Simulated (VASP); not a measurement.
Here is a VASP 6.6.1 calculation.

The input INCAR:

```
SYSTEM = Ti3SiN3
PREC     = Accurate       ! precision mode
ENCUT    = 520            ! plane-wave cutoff, eV
EDIFF    = 1E-6           ! SCF threshold, eV
ISMEAR   = 0              ! smearing method
SIGMA    = 0.1            ! smearing width, eV
LREAL    = .FALSE.        ! projectors in reciprocal space
LASPH    = .TRUE.         ! aspherical terms in the spheres
NELM     = 100            ! most SCF steps
ALGO     = Normal         ! electronic algorithm
ISIF     = 2              ! what is computed and relaxed
LWAVE    = .FALSE.        ! write WAVECAR
LCHARG   = .FALSE.        ! write CHGCAR
LDIPOL   = .TRUE.       
IDIPOL   = 3            
DIPOL    = 0.5 0.5 0.339
GGA      = PE             ! functional
NBANDS   = 36             ! bands
```

File KPOINTS:

```
Automatic mesh
0
G
  9 9 1
  0 0 0
```

File POSCAR:

```
Ti3SiN3
1.0
    3.0028555065      0.0000000000      0.0000000000
    0.0000000000      3.0028555065      0.0000000000
    0.0000000000      0.0000000000     19.7584945265
Ti N Si
3 3 1
Direct
    0.5000000000      0.5000000000      0.2024445736
    0.0000000000      0.0000000000      0.3072496201
    0.5000000000      0.5000000000      0.4076776418
    0.0000000000      0.0000000000      0.2024445736
    0.5000000000      0.5000000000      0.3055678856
    0.0000000000      0.0000000000      0.4179718508
    0.2500000000      0.2500000000      0.5299787761
```

Potentials or basis: VASP PAW PBE potentials, release 64 (Ti_sv, N, Si).

The run is started by

```sh
$ cat potpaw_PBE.64/Ti_sv/POTCAR potpaw_PBE.64/N/POTCAR potpaw_PBE.64/Si/POTCAR > POTCAR
$ mpirun -np 1 vasp_std > vasp.out
```

(1) What does it give for the largest force?

## Answers

(1) 1.615 eV/Å.
